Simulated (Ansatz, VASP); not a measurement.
## Pt2Cl: VASP beside Ansatz

```
Pt Cl
1.0
     2.81711    0.00025   -0.00029
     0.00056    4.83235    0.00002
    -0.00120   -0.00002    7.46471
Pt Cl
4 2
Direct
  0.50000 0.50000 0.32979
  0.00004 0.00001 0.32982
  0.99996 0.99999 0.67018
  0.49994 0.50001 0.67015
  0.50003 0.50000 0.99993
  0.00003 0.99999 0.00013
```

Change from the starting cell: cell x2, atoms moved at random (sigma 0.05 Å) and cell strained at random (1.5 %), then relaxed without symmetry.

Alike in both runs: functional PBE; k mesh 8 × 4 × 4; occupations gaussian, width 0.2 eV; no spin polarisation.

Ansatz relaxed the structure, and its values are those at the end. VASP's run is a single point on that final structure, the one shown.

|  | VASP | Ansatz |
| --- | --- | --- |
| version | VASP 6.6.1 | Ansatz 0.2.0 |
| potentials or method | VASP PAW PBE potentials, release 64 (Pt, Cl), cutoff 520 eV | scalar-relativistic, plane waves, PAW |
| valence electrons in the cell | 54 | 86 |

```csv
,VASP,Ansatz,Ansatz less VASP
gap on the k mesh at the Fermi level (eV),none,none,-
pressure (GPa),-0.4,0.0,+0.39
rms of the force components (eV/Å),0.003,0.007,+0.0039
```

A gap of «none» marks a metal or a gap that the smearing closes. The functional is the same, so the differences come from potentials, cutoffs and numerics. VASP's potentials hold 54 valence electrons a cell and Ansatz's 86, so a difference there can come from the potentials and not from the codes.

Neither program's run includes spin-orbit coupling.
